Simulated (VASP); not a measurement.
Crystal: GaP.

```
CELL_PARAMETERS angstrom
0.00000 2.72525 2.72525
2.72525 0.00000 2.72525
2.72525 2.72525 0.00000
ATOMIC_POSITIONS crystal
Ga 0.00000 0.00000 0.00000
P 0.75000 0.75000 0.75000
```

- Program: VASP 6.6.1
- Task: relaxation of cell and atoms
- Functional: PBEsol
- Dispersion: D3(BJ)
- Potentials or basis: VASP PAW PBE potentials, release 64 (Ga_d, P)
- Cutoff: 600 eV
- k mesh: 8 × 8 × 8
- Occupations: fermi-dirac, width 0.05 eV
- Spin: no spin polarisation

At the start: pressure -2.8 GPa; volume 20.24 Å³/atom.

**Question.** Where does the relaxation end?

**Answer.** Over 3 steps the energy falls by 6.1 meV/atom and the volume is 19.57 Å³/atom (-3.3 %); space group F-43m (No. 216, to 0.05 Å).

The path:
```
step  energy change (eV)  largest force (eV/Å)  pressure (GPa)  volume (Å³)
   1              0.0000                0.0000           -2.83        40.48
   2             -0.0084                0.0000            1.73        38.42
   3             -0.0123                0.0000            0.00        39.14
```

Final structure:
```cif
data_structure
_symmetry_space_group_name_H-M 'P 1'
_symmetry_Int_Tables_number 1
_cell_length_a 3.8110
_cell_length_b 3.8110
_cell_length_c 3.8110
_cell_angle_alpha 60.000
_cell_angle_beta 60.000
_cell_angle_gamma 60.000
_cell_volume 39.14
loop_
_atom_site_label
_atom_site_type_symbol
_atom_site_fract_x
_atom_site_fract_y
_atom_site_fract_z
_atom_site_occupancy
Ga1 Ga 0.00000 0.00000 0.00000 1
P1 P 0.75000 0.75000 0.75000 1
```

Caveat: the PAW data sets were made with another functional, which shifts forces and pressure a little.
